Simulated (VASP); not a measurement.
Set up this calculation in VASP 6.6.1, as the native input.

```yaml
Task: single point
Functional: r2SCAN
Potentials_or_basis: VASP PAW PBE potentials, release 64 (Hf_pv, Mo_sv, C)
Cutoff: 520 eV
k_mesh: 8 × 8 × 6
Occupations: fermi-dirac, width 0.05 eV
Spin: no spin polarisation
Hubbard_terms: Hf d U = 1.0 eV, Mo d U = 1.0 eV
Dipole_correction: no
Further_INCAR_settings: ALGO = Normal; EDIFF = 1e-06; NBANDS = 24
```

The system is HfMoC2.

```
CELL_PARAMETERS angstrom
3.19142 0.00000 0.00000
0.00000 3.19142 0.00000
0.00000 0.00000 4.48516
ATOMIC_POSITIONS crystal
Hf 0.00000 0.00000 0.00000
Mo 0.50000 0.50000 0.50000
C 0.50000 0.50000 0.00000
C 0.00000 0.00000 0.50000
```

These files were run (other wordings do the same):

POSCAR

```
HfMoC2
1.0
    3.1914230000      0.0000000000      0.0000000000
    0.0000000000      3.1914230000      0.0000000000
    0.0000000000      0.0000000000      4.4851640000
Hf Mo C
1 1 2
Direct
    0.0000000000      0.0000000000      0.0000000000
    0.5000000000      0.5000000000      0.5000000000
    0.5000000000      0.5000000000      0.0000000000
    0.0000000000      0.0000000000      0.5000000000
```

INCAR.step1

```
PREC = Accurate
ENCUT = 520
ISMEAR = -1
SIGMA = 0.05
LREAL = False
LASPH = True
NELM = 150
LMAXMIX = 4
LDAU = True
LDAUTYPE = 2
LDAUL = 2 2 -1
LDAUU = 1 1 0
LDAUJ = 0 0 0
NBANDS = 24
GGA = PE
ALGO = Normal
EDIFF = 1E-4
LWAVE = True
LCHARG = False
```

INCAR.step2

```
PREC = Accurate
ENCUT = 520
EDIFF = 1E-6
ISMEAR = -1
SIGMA = 0.05
LREAL = False
LASPH = True
NELM = 150
ALGO = Normal
ISIF = 2
LWAVE = False
LCHARG = False
LMAXMIX = 4
LDAU = True
LDAUTYPE = 2
LDAUL = 2 2 -1
LDAUU = 1 1 0
LDAUJ = 0 0 0
LDAUPRINT = 1
METAGGA = R2SCAN
LMIXTAU = True
NBANDS = 24
ISTART = 1
```

KPOINTS

```
regular mesh
0
Gamma
  8 8 6
```

Potentials or basis: VASP PAW PBE potentials, release 64 (Hf_pv, Mo_sv, C).

Command:

```sh
$ cat potpaw_PBE.64/Hf_pv/POTCAR potpaw_PBE.64/Mo_sv/POTCAR potpaw_PBE.64/C/POTCAR > POTCAR
$ cp INCAR.step1 INCAR
$ mpirun -np 1 vasp_std > vasp.out
$ cp INCAR.step2 INCAR
$ mpirun -np 1 vasp_std > vasp.out
```

It gave:

```yaml
Pressure: -0.4 GPa
Band_gap_on_the_k_mesh: zero (bands 16 and 17 overlap by 2.36 eV)
```

Caveat: the PAW data sets were made with another functional, which shifts forces and pressure a little; spin-orbit coupling is left out, which moves the levels of the heavy elements; U without spin polarisation on a metal has little footing; the U is typed as a test and isn't derived for this compound.

It took 3.4 min on 1 thread of Intel Xeon 8259CL, with other jobs on the host, peak memory 0.21 GiB.
